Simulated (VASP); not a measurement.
# InSe in VASP: a series of runs, part 3 of 3

VASP 6.6.1.

## Step 6: Single point, PBE+D3(BJ)

File INCAR:

```
PREC     = Accurate       # precision mode
ENCUT    = 520            # plane-wave cutoff, eV
EDIFF    = 1E-6           # SCF threshold, eV
ISMEAR   = 0              # smearing method
SIGMA    = 0.02           # smearing width, eV
LREAL    = F              # projectors in reciprocal space
LASPH    = T              # aspherical terms in the spheres
NELM     = 100            # most SCF steps
ALGO     = Normal         # electronic algorithm
ISIF     = 2              # what is computed and relaxed
LWAVE    = F              # write WAVECAR
LCHARG   = F              # write CHGCAR
LDIPOL   = T            
IDIPOL   = 3            
DIPOL    = 0.5 0.5 0.500
GGA      = PE             # functional
IVDW     = 12             # dispersion correction
NBANDS   = 27             # bands
```

File KPOINTS:

```
regular mesh
0
Gamma
  9 9 1
```

File POSCAR:

```
InSe
1.0
    3.8250000000      0.0000000000      0.0000000000
   -1.9125000000      3.3125471695      0.0000000000
    0.0000000000      0.0000000000     36.7211901288
Se In
2 2
Direct
    0.0000000000      0.0000000000      0.4298358958
    0.0000000000      0.0000000000      0.5701363594
    0.6666666667      0.3333333333      0.4635860318
    0.6666666667      0.3333333333      0.5363862748
```

Potentials or basis: VASP PAW PBE potentials, release 64 (Se, In_d).

The run is started by

```
$ cat potpaw_PBE.64/Se/POTCAR potpaw_PBE.64/In_d/POTCAR > POTCAR
$ mpirun -np 1 vasp_std > vasp.out
```

OUTCAR:

```text
PREC = Accurate
   ENCUT = 520
   EDIFF = 1E-6
   ISMEAR = 0
   LREAL = F
   LASPH = T
   NELM = 100
   ISIF = 2
   GGA = PE
   IVDW = 12
 IVDW          = 12

 ion  position               nearest neighbor table
   1  0.000  0.000  0.430-   3 2.53   3 2.53   3 2.53
   2  0.000  0.000  0.570-   4 2.53   4 2.53   4 2.53
   3  0.667  0.333  0.464-   1 2.53   1 2.53   1 2.53   4 2.67
   4  0.667  0.333  0.536-   2 2.53   2 2.53   2 2.53   3 2.67

  LATTYP: Found a hexagonal cell.
 ALAT       =     3.8250000000
 C/A-ratio  =     9.6003111448

  Lattice vectors:

 A1 = (   3.8250000000,   0.0000000000,   0.0000000000)
 A2 = (  -1.9125000000,   3.3125471695,   0.0000000000)
 A3 = (   0.0000000000,   0.0000000000,  36.7211901288)

Analysis of symmetry for initial positions (statically):
=====================================================================
 Subroutine PRICEL returns:
 Original cell was already a primitive cell.

 Routine SETGRP: Setting up the symmetry group for a
 hexagonal supercell.

 Subroutine GETGRP returns: Found 12 space group operations
 (whereof  6 operations were pure point group operations)
 out of a pool of 24 trial point group operations.

The static configuration has the point symmetry C_3v.
 The point group associated with its full space group is D_3h.

Analysis of symmetry for dynamics (positions and initial velocities):
=====================================================================
 Subroutine PRICEL returns:
 Original cell was already a primitive cell.

 Routine SETGRP: Setting up the symmetry group for a
 hexagonal supercell.

 Subroutine GETGRP returns: Found 12 space group operations
 (whereof  6 operations were pure point group operations)
 out of a pool of 24 trial point group operations.

The dynamic configuration has the point symmetry C_3v.
 The point group associated with its full space group is D_3h.

 Subroutine INISYM returns: Found 12 space group operations
 (whereof  6 operations are pure point group operations),
 and found     1 'primitive' translations

----------------------------------------------------------------------------------------

                                     Primitive cell

  volume of cell :     465.2756

  direct lattice vectors                    reciprocal lattice vectors
     3.825000000  0.000000000  0.000000000     0.261437908  0.150941247  0.000000000
    -1.912500000  3.312547170  0.000000000     0.000000000  0.301882494  0.000000000
     0.000000000  0.000000000 36.721190129     0.000000000  0.000000000  0.027232233

  length of vectors
     3.825000000  3.825000000 36.721190129     0.301882494  0.301882494  0.027232233

  position of ions in fractional coordinates (direct lattice)
     0.000000000  0.000000000  0.429835896
     0.000000000  0.000000000  0.570136359
     0.666666667  0.333333333  0.463586032
     0.666666667  0.333333333  0.536386275

  ion indices of the primitive-cell ions
   primitive index   ion index
                 1           1
                 2           2
                 3           3
                 4           4

----------------------------------------------------------------------------------------

 KPOINTS: regular mesh
[... 33 lines left out ...]
  0.444444  0.111111  0.000000      6.000000
  0.222222  0.222222  0.000000      6.000000
  0.333333  0.222222  0.000000     12.000000
  0.333333  0.333333  0.000000      2.000000
   k-points           NKPTS =     12   k-points in BZ     NKDIM =     12   number of bands    NBANDS=     27
   number of dos      NEDOS =    301   number of ions     NIONS =      4
   total plane-waves  NPLWV = 219520
   dimension x,y,z NGX =    28 NGY =   28 NGZ =  280
   dimension x,y,z NGXF=    56 NGYF=   56 NGZF=  560
   ions per type =               2   2
   NGX,Y,Z   is equivalent  to a cutoff of  12.17, 12.17, 12.68 a.u.
   NGXF,Y,Z  is equivalent  to a cutoff of  24.34, 24.34, 25.35 a.u.
 SYSTEM =  unknown system
   PREC   = accura    normal or accurate (medium, high low for compatibility)
   ISTART =      0    job   : 0-new  1-cont  2-samecut
   ICHARG =      2    charge: 1-file 2-atom 10-const
   ISPIN  =      1    spin polarized calculation?
   LNONCOLLINEAR =      F non collinear calculations
   LSORBIT =      F    spin-orbit coupling
   LASPH  =      T    aspherical Exc in radial PAW
   ENCUT  =  520.0 eV  38.22 Ry    6.18 a.u.   7.11  7.11 68.28*2*pi/ulx,y,z
   NELM   =    100;   NELMIN=  2; NELMDL= -5     # of ELM steps
   EDIFF  = 0.1E-05   stopping-criterion for ELM
   LREAL  =      F    real-space projection
   EDIFFG = 0.1E-04   stopping-criterion for IOM
   NSW    =      0    number of steps for IOM
   IBRION =     -1    ionic relax: 0-MD 1-quasi-New 2-CG
   NFREE  =      0    steps in history (QN), initial steepest desc. (CG)
   ISIF   =      2    stress and relaxation
   ISYM   =      2    0-nonsym 1-usesym 2-fastsym
   POTIM  = 0.5000    time-step for ionic-motion
   TEBEG  =    0.0;   TEEND  =   0.0 temperature during run
   PSTRESS=    0.0 pullay stress
   NELECT =      38.0000    total number of electrons
   NUPDOWN=      -1.0000    fix difference up-down
   EMIN   =  10.00;   EMAX   =-10.00  energy-range for DOS
   EFERMI =   0.00;   METHOD = LEGACY
   ISMEAR =     0;   SIGMA  =   0.02  broadening in eV -4-tet -1-fermi 0-gaus
   EFERMI_NEDOS =   21; number of points for ismear=-14 and -15
   IALGO  =     38    algorithm
   IMIX   =      4    mixing-type and parameters
     AMIX     =   0.40;   BMIX     =  1.00
     AMIX_MAG =   1.60;   BMIX_MAG =  1.00
  volume/ion in A,a.u.               =     116.32       784.96
  Fermi-wavevector in a.u.,A,eV,Ry     =   0.710285  1.342244  6.864203  0.504505
  Thomas-Fermi vector in A             =   1.797092
   LORBIT       =      0    0 simple, 1 ext, 2 COOP (PROOUT), +10 PAW based schemes
   GGA     = PE    functional components
   LHFCALC =     F    Hartree Fock is set to
   AEXX    =    0.0000 exact exchange contribution
   IVDW    =    12    specifies the selected vdW correction
   LEPSILON=     F    determine dielectric tensor
   LRPA    =     F    only Hartree local field effects (RPA)
 non-spin polarized calculation
 Gauss-broadening in eV      SIGMA  =   0.02
  energy-cutoff  :      520.00
  volume of cell :      465.28
 maximum number of plane-waves:     12633
   NGX = 15   NGY = 15   NGZ =137

 dipolmoment           0.000000      0.000000      0.000000 electrons x Angstroem

 number of electron      37.9999986 magnetization

 dipolmoment           0.000000      0.000000     -0.000011 electrons x Angstroem

 Free energy of the ion-electron system (eV)
  ---------------------------------------------------
  ext. energy  EPLUGINS =         0.00000000
  ---------------------------------------------------
  free energy    TOTEN  =       -13.62764852 eV

  energy without entropy =      -13.62764852  energy(sigma->0) =      -13.62764852

 E-fermi :  -3.4627     XC(G=0):  -2.4047

 val. band max:       -3.6070872252   @ k =   0.1111   0.1111   0.0000
 cond. band min:      -1.3790894778   @ k =   0.0000   0.0000   0.0000
 fundamental gap:      2.2279977474
 Fermi energy:        -3.4626871360

 k-point     1 :       0.0000    0.0000    0.0000
  band No.  band energies     occupation
      1     -17.8248      2.00000
      2     -17.5660      2.00000
      3     -17.5660      2.00000
      4     -17.4497      2.00000
      5     -17.4497      2.00000
      6     -17.4247      2.00000
[... 349 lines left out ...]
     26       4.6016      0.00000
     27       4.6734      0.00000

------------------------ aborting loop because EDIFF is reached ----------------------------------------

 vacuum level on the upper side and lower side of the slab       (xc-potential included)        -0.009        -0.009

 Edisp (eV)   -1.01638

 E8    (eV) :    -0.4910

  FORCE on cell =-STRESS in cart. coord.  units (eV):
  Direction    XX          YY          ZZ          XY          YZ          ZX
  --------------------------------------------------------------------------------------
  -------------------------------------------------------------------------------------
  Total       6.71507     6.71507     5.63696     0.00000     0.00000     0.00000
  in kB      23.12334    23.12334    19.41089     0.00000     0.00000     0.00000
  external pressure =       21.89 kB  Pullay stress =        0.00 kB

 VOLUME and BASIS-vectors are now :
 -----------------------------------------------------------------------------
  energy-cutoff  :      520.00
  volume of cell :      465.28
      direct lattice vectors                 reciprocal lattice vectors
     3.825000000  0.000000000  0.000000000     0.261437908  0.150941247  0.000000000
    -1.912500000  3.312547170  0.000000000     0.000000000  0.301882494  0.000000000
     0.000000000  0.000000000 36.721190129     0.000000000  0.000000000  0.027232233

 POSITION                                       TOTAL-FORCE (eV/Angst)
 -----------------------------------------------------------------------------------
      0.00000      0.00000     15.78409         0.000000     -0.000000     -1.449152
      0.00000      0.00000     20.93609         0.000000     -0.000000      1.449152
      1.91250      1.10418     17.02343         0.000000      0.000000      0.675600
      1.91250      1.10418     19.69674        -0.000000      0.000000     -0.675600
 -----------------------------------------------------------------------------------
    total drift:                                0.000001     -0.000001     -0.001488

  FREE ENERGIE OF THE ION-ELECTRON SYSTEM (eV)
  ---------------------------------------------------
  free  energy   TOTEN  =       -14.6440257123 eV

  energy  without entropy=      -14.6440257123  energy(sigma->0) =      -14.64402571

 vacuum level on the upper side and lower side of the slab         2.293         2.293
```

It took 4.4 min on 1 thread of Intel Xeon Platinum 8488C (Sapphire Rapids), shared host; peak memory 0.53 GiB.

Results:

- Free energy: -14.6440 eV
- Largest force: 1.449 eV/Å
- Band gap on the k mesh: 2.23 eV (least direct gap 2.35 eV)
- Dispersion energy per atom: -0.254 eV

Forces in eV/Å, atoms in the order of the input:
```
Se   0.000  0.000 -1.449
Se   0.000  0.000  1.449
In   0.000  0.000  0.676
In   0.000  0.000 -0.676
```

Levels at points of the mesh, in eV from the valence-band top:
```tsv
k point	band 17	band 18	band 19	band 20	band 21	band 22
(0.00, 0.00, 0.00)	-0.27	-0.27	-0.13	2.23	3.38	5.49
```

Caveat: spin-orbit coupling is left out, which moves the levels of the heavy elements.

## Step 7: Overview

```csv
cell,gap on the mesh (eV),largest force (eV/Å)
"as given, atomic positions A",2.19,1.72
"as given, atomic positions B",2.25,1.19
"as given, atomic positions C",2.19,1.01
"as given, atomic positions D",1.93,0.96
"as given, atomic positions E",2.23,1.45
```

Alike in all rows: task single point; level PBE+D3(BJ); potentials or basis VASP PAW PBE potentials, release 64 (Se, In_d); no spin polarisation; k mesh 9 × 9 × 1; cutoff (eV) 520; smearing gaussian 0.02 eV.

Caveats: spin-orbit coupling is left out, which moves the levels of the heavy elements.

Absolute energies hang on the potentials; compare differences alone.
